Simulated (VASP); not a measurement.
# Cd2S (P3m1) in VASP: a series of runs

The runs below take Cd2S through single point, with r2SCAN.

Program: VASP 6.6.1. These are calculated values, not measurements. Logs are shortened: lines on timing, memory, paths and dates and some standing lists are left out, and cuts for length are marked.

### 1 The cell of the first run

It takes space group P3m1 (No. 156, trigonal). The conventional cell has a = 3.963 Å, b = 3.963 Å, c = 5.809 Å, α = 90.00°, β = 90.00°, γ = 120.00°. Cd (site symmetry 3m) has 2 S at 2.52 to 3.29 Å and 3 Cd at 3.08 Å within 3.3 Å. Within 3.4 Å of Cd (site symmetry 3m) lie 3 S at 2.60 Å and 3 Cd at 3.08 Å. S (site symmetry 3m) has 5 Cd at 2.52 to 3.29 Å within 3.3 Å.

### 2 Single point, r2SCAN

POSCAR reads:

```
Cd2S
1.0
    3.9626700490      0.0000000000      0.0000000000
   -1.9813350245      3.4317729293      0.0000000000
    0.0000000000      0.0000000000      5.8091920000
Cd S
2 1
Direct
    0.3333333333      0.6666666667      0.9327170000
    0.6666666667      0.3333333333      0.5787350000
    0.3333333333      0.6666666667      0.3657050000
```

INCAR.step1 reads:

```
PREC = Accurate
ENCUT = 520
ISMEAR = -1
SIGMA = 0.05
LREAL = F
LASPH = T
NELM = 60
NBANDS = 22
GGA = PE
ALGO = Normal
EDIFF = 1E-4
LWAVE = T
LCHARG = F
```

INCAR.step2 reads:

```
PREC = Accurate
ENCUT = 520
EDIFF = 1E-6
ISMEAR = -1
SIGMA = 0.05
LREAL = F
LASPH = T
NELM = 60
ALGO = Normal
ISIF = 2
LWAVE = F
LCHARG = F
METAGGA = R2SCAN
LMIXTAU = T
NBANDS = 22
ISTART = 1
```

KPOINTS reads:

```
regular mesh
0
Gamma
  8 8 5
```

Potentials or basis: VASP PAW PBE potentials, release 64 (Cd, S).

The run is started by

```bash
> cat potpaw_PBE.64/Cd/POTCAR potpaw_PBE.64/S/POTCAR > POTCAR
> cp INCAR.step1 INCAR
> mpirun -np 1 vasp_std > vasp.out
> cp INCAR.step2 INCAR
> mpirun -np 1 vasp_std > vasp.out
```

OUTCAR:

```text
PREC = Accurate
   ENCUT = 520
   EDIFF = 1E-6
   ISMEAR = -1
   LREAL = F
   LASPH = T
   NELM = 60
   ISIF = 2
   METAGGA = R2SCAN
   ISTART = 1

 ion  position               nearest neighbor table
   1  0.333  0.667  0.933-   3 2.52   2 3.08   2 3.08   2 3.08
   2  0.667  0.333  0.579-   3 2.60   3 2.60   3 2.60   1 3.08   1 3.08   1 3.08
   3  0.333  0.667  0.366-   1 2.52   2 2.60   2 2.60   2 2.60

  LATTYP: Found a hexagonal cell.
 ALAT       =     3.9626700490
 C/A-ratio  =     1.4659792332

  Lattice vectors:

 A1 = (   3.9626700490,   0.0000000000,   0.0000000000)
 A2 = (  -1.9813350245,   3.4317729293,   0.0000000000)
 A3 = (   0.0000000000,   0.0000000000,   5.8091920000)

Analysis of symmetry for initial positions (statically):
=====================================================================
 Subroutine PRICEL returns:
 Original cell was already a primitive cell.

 Routine SETGRP: Setting up the symmetry group for a
 hexagonal supercell.

 Subroutine GETGRP returns: Found  6 space group operations
 (whereof  6 operations were pure point group operations)
 out of a pool of 24 trial point group operations.

The static configuration has the point symmetry C_3v.

Analysis of symmetry for dynamics (positions and initial velocities):
=====================================================================
 Subroutine PRICEL returns:
 Original cell was already a primitive cell.

 Routine SETGRP: Setting up the symmetry group for a
 hexagonal supercell.

 Subroutine GETGRP returns: Found  6 space group operations
 (whereof  6 operations were pure point group operations)
 out of a pool of 24 trial point group operations.

The dynamic configuration has the point symmetry C_3v.

 Subroutine INISYM returns: Found  6 space group operations
 (whereof  6 operations are pure point group operations),
 and found     1 'primitive' translations

----------------------------------------------------------------------------------------

                                     Primitive cell

  volume of cell :      78.9991

  direct lattice vectors                    reciprocal lattice vectors
     3.962670049  0.000000000  0.000000000     0.252355101  0.145697285  0.000000000
    -1.981335025  3.431772929  0.000000000     0.000000000  0.291394571  0.000000000
     0.000000000  0.000000000  5.809192000     0.000000000  0.000000000  0.172140979

  length of vectors
     3.962670049  3.962670049  5.809192000     0.291394571  0.291394571  0.172140979

  position of ions in fractional coordinates (direct lattice)
     0.333333333  0.666666667  0.932717000
     0.666666667  0.333333333  0.578735000
     0.333333333  0.666666667  0.365705000

  ion indices of the primitive-cell ions
   primitive index   ion index
                 1           1
                 2           2
                 3           3

----------------------------------------------------------------------------------------

 KPOINTS: regular mesh

Automatic generation of k-mesh.
 Grid dimensions read from file:
 generate k-points for:    8    8    5

 Generating k-lattice:

  Cartesian coordinates                     Fractional coordinates (reciprocal lattice)
     0.031544388  0.018212161  0.000000000     0.125000000 -0.000000000  0.000000000
     0.000000000  0.036424321  0.000000000     0.000000000  0.125000000  0.000000000
     0.000000000  0.000000000  0.034428196     0.000000000  0.000000000  0.200000000

  Length of vectors
     0.036424321  0.036424321  0.034428196

  Shift w.r.t. Gamma in fractional coordinates (k-lattice)
     0.000000000  0.000000000  0.000000000

 Subroutine IBZKPT returns following result:
 ===========================================

 Found     40 irreducible k-points:

 Following reciprocal coordinates:
            Coordinates               Weight
  0.000000  0.000000  0.000000      1.000000
  0.125000 -0.000000  0.000000      6.000000
  0.250000 -0.000000  0.000000      6.000000
  0.375000 -0.000000  0.000000      6.000000
  0.500000 -0.000000  0.000000      3.000000
  0.125000  0.125000  0.000000      6.000000
[... 16 lines left out ...]
 -0.125000  0.500000  0.200000     12.000000
  0.250000  0.250000  0.200000     12.000000
 [... further k-points ...]
   k-points           NKPTS =     40   k-points in BZ     NKDIM =     40   number of bands    NBANDS=     22
   number of dos      NEDOS =    301   number of ions     NIONS =      3
   total plane-waves  NPLWV =  43200
   dimension x,y,z NGX =    30 NGY =   30 NGZ =   48
   dimension x,y,z NGXF=    60 NGYF=   60 NGZF=   96
   ions per type =               2   1
   NGX,Y,Z   is equivalent  to a cutoff of  12.59, 12.59, 13.74 a.u.
   NGXF,Y,Z  is equivalent  to a cutoff of  25.17, 25.17, 27.47 a.u.
 SYSTEM =  unknown system
   PREC   = accura    normal or accurate (medium, high low for compatibility)
   ISTART =      1    job   : 0-new  1-cont  2-samecut
   ICHARG =      0    charge: 1-file 2-atom 10-const
   ISPIN  =      1    spin polarized calculation?
   LNONCOLLINEAR =      F non collinear calculations
   LSORBIT =      F    spin-orbit coupling
   LASPH  =      T    aspherical Exc in radial PAW
   ENCUT  =  520.0 eV  38.22 Ry    6.18 a.u.   7.37  7.37 10.80*2*pi/ulx,y,z
   NELM   =     60;   NELMIN=  2; NELMDL=  0     # of ELM steps
   EDIFF  = 0.1E-05   stopping-criterion for ELM
   LREAL  =      F    real-space projection
   EDIFFG = 0.1E-04   stopping-criterion for IOM
   NSW    =      0    number of steps for IOM
   IBRION =     -1    ionic relax: 0-MD 1-quasi-New 2-CG
   NFREE  =      0    steps in history (QN), initial steepest desc. (CG)
   ISIF   =      2    stress and relaxation
   ISYM   =      2    0-nonsym 1-usesym 2-fastsym
   POTIM  = 0.5000    time-step for ionic-motion
   TEBEG  =    0.0;   TEEND  =   0.0 temperature during run
   PSTRESS=    0.0 pullay stress
   NELECT =      30.0000    total number of electrons
   NUPDOWN=      -1.0000    fix difference up-down
   EMIN   =  10.00;   EMAX   =-10.00  energy-range for DOS
   EFERMI =   0.00;   METHOD = LEGACY
   ISMEAR =    -1;   SIGMA  =   0.05  broadening in eV -4-tet -1-fermi 0-gaus
   EFERMI_NEDOS =   21; number of points for ismear=-14 and -15
   IALGO  =     38    algorithm
   IMIX   =      4    mixing-type and parameters
     AMIX     =   0.40;   BMIX     =  1.00
     AMIX_MAG =   1.60;   BMIX_MAG =  1.00
  volume/ion in A,a.u.               =      26.33       177.70
  Fermi-wavevector in a.u.,A,eV,Ry     =   1.185517  2.240303 19.122322  1.405451
  Thomas-Fermi vector in A             =   2.321709
   LORBIT       =      0    0 simple, 1 ext, 2 COOP (PROOUT), +10 PAW based schemes
   METAGGA = R2SCAN    functional components
   LHFCALC =     F    Hartree Fock is set to
   AEXX    =    0.0000 exact exchange contribution
   IVDW    =     0    specifies the selected vdW correction
   LEPSILON=     F    determine dielectric tensor
   LRPA    =     F    only Hartree local field effects (RPA)
 non-spin polarized calculation
  energy-cutoff  :      520.00
  volume of cell :       79.00
 maximum number of plane-waves:      2170
 NGX is ok and might be reduce to    30
   NGX = 15   NGY = 15   NGZ = 21

 number of electron      29.9999999 magnetization

 Free energy of the ion-electron system (eV)
  ---------------------------------------------------
  ext. energy  EPLUGINS =         0.00000000
  ---------------------------------------------------
  free energy    TOTEN  =       -49.04613673 eV

  energy without entropy =      -49.04506505  energy(sigma->0) =      -49.04560089

 E-fermi :   1.4282     XC(G=0):  -9.8503

 val. band max:        1.2634667288   @ k =   0.3750   0.2500   0.2000
 cond. band min:       1.5564595665   @ k =   0.5000  -0.0000   0.2000
 fundamental gap:      0.2929928378
 Fermi energy:         1.4281949110

 k-point     1 :       0.0000    0.0000    0.0000
  band No.  band energies     occupation
      1     -12.0140      2.00000
      2      -7.5202      2.00000
      3      -7.5202      2.00000
      4      -7.4179      2.00000
      5      -7.4179      2.00000
      6      -7.3418      2.00000
[... 14 lines left out ...]
     21      10.0156      0.00000
     22      11.6510      0.00000

 k-point     2 :       0.1250   -0.0000    0.0000
  band No.  band energies     occupation
      1     -11.9618      2.00000
      2      -7.5279      2.00000
      3      -7.5169      2.00000
      4      -7.4164      2.00000
      5      -7.3860      2.00000
      6      -7.3011      2.00000
[... 14 lines left out ...]
     21      10.0402      0.00000
     22      11.3546      0.00000

 k-point     3 :       0.2500   -0.0000    0.0000
  band No.  band energies     occupation
      1     -11.8344      2.00000
      2      -7.5331      2.00000
      3      -7.5176      2.00000
      4      -7.4128      2.00000
      5      -7.3057      2.00000
      6      -7.2679      2.00000
[... 14 lines left out ...]
     21       9.9733      0.00000
     22      10.3488      0.00000

 k-point     4 :       0.3750   -0.0000    0.0000
  band No.  band energies     occupation
      1     -11.7055      2.00000
      2      -7.5284      2.00000
      3      -7.5185      2.00000
      4      -7.4261      2.00000
      5      -7.2629      2.00000
      6      -7.2160      2.00000
[... 14 lines left out ...]
     21       9.6459      0.00000
     22      10.2537      0.00000

 k-point     5 :       0.5000   -0.0000    0.0000
  band No.  band energies     occupation
      1     -11.6518      2.00000
      2      -7.5350      2.00000
      3      -7.4954      2.00000
      4      -7.4501      2.00000
      5      -7.2570      2.00000
      6      -7.1719      2.00000
[... 417 lines left out ...]
 k-point    22 :       0.3750    0.1250    0.2000
  band No.  band energies     occupation
      1     -11.6194      2.00000
      2      -7.5589      2.00000
      3      -7.5270      2.00000
      4      -7.4056      2.00000
      5      -7.3579      2.00000
      6      -7.2149      2.00000
[... 14 lines left out ...]
     21       9.5737      0.00000
     22      10.7482      0.00000

 k-point    23 :      -0.1250    0.5000    0.2000
  band No.  band energies     occupation
      1     -11.6193      2.00000
      2      -7.5532      2.00000
      3      -7.5208      2.00000
      4      -7.4242      2.00000
      5      -7.3482      2.00000
      6      -7.2011      2.00000
[... 14 lines left out ...]
     21       9.6100      0.00000
     22      10.8218      0.00000

 k-point    24 :       0.2500    0.2500    0.2000
  band No.  band energies     occupation
      1     -11.6201      2.00000
      2      -7.5731      2.00000
      3      -7.5084      2.00000
      4      -7.3891      2.00000
      5      -7.3565      2.00000
      6      -7.2418      2.00000
[... 14 lines left out ...]
     21       9.2838      0.00000
     22      10.1328      0.00000

 [... further k-points ...]
[... 5 lines left out ...]
  --------------------------------------------------------------------------------------
  -------------------------------------------------------------------------------------
  Total       -0.7129394     -0.7129394     -0.7416039      0.0000000      0.0000000      0.0000000
  in kB      -14.4590913    -14.4590913    -15.0404357      0.0000000      0.0000000      0.0000000
  external PRESSURE =     -14.6528728 kB  Pullay stress =       0.0000000 kB

 VOLUME and BASIS-vectors are now :
 -----------------------------------------------------------------------------
  energy-cutoff  :      520.00
  volume of cell :       79.00
      direct lattice vectors                 reciprocal lattice vectors
     3.962670049  0.000000000  0.000000000     0.252355101  0.145697285  0.000000000
    -1.981335025  3.431772929  0.000000000     0.000000000  0.291394571  0.000000000
     0.000000000  0.000000000  5.809192000     0.000000000  0.000000000  0.172140979

 POSITION                                       TOTAL-FORCE (eV/Angst)
 -----------------------------------------------------------------------------------
     -0.00000      2.28785      5.41833         0.000000     -0.000000      0.014137
      1.98134      1.14392      3.36198        -0.000000     -0.000000     -0.012034
     -0.00000      2.28785      2.12445         0.000000      0.000000     -0.002102
 -----------------------------------------------------------------------------------
    total drift:                                0.000002     -0.000001      0.000468

  FREE ENERGIE OF THE ION-ELECTRON SYSTEM (eV)
  ---------------------------------------------------
  free  energy   TOTEN  =       -49.0461367274 eV

  energy  without entropy=      -49.0450650512  energy(sigma->0) =      -49.04560089
```

It took 4.4 min on 1 thread of Intel Xeon Platinum 8259CL at 2.50GHz (Skylake/Cascade Lake), shared host; peak memory 0.24 GiB.

Results:

| Property | Result |
| --- | --- |
| Free energy | -49.0461 eV |
| Pressure | -1.5 GPa |
| Largest force | 0.014 eV/Å |
| Band gap on the k mesh | 0.29 eV, indirect (least direct gap 0.63 eV) |

Forces on the atoms (eV/Å):
```
Cd   0.000  0.000  0.014
Cd   0.000  0.000 -0.012
S    0.000  0.000 -0.002
```

Caveat: the PAW data sets were made with another functional, which shifts forces and pressure a little. A k mesh can miss the band edges.

(Part 1 of 2 ends here.)
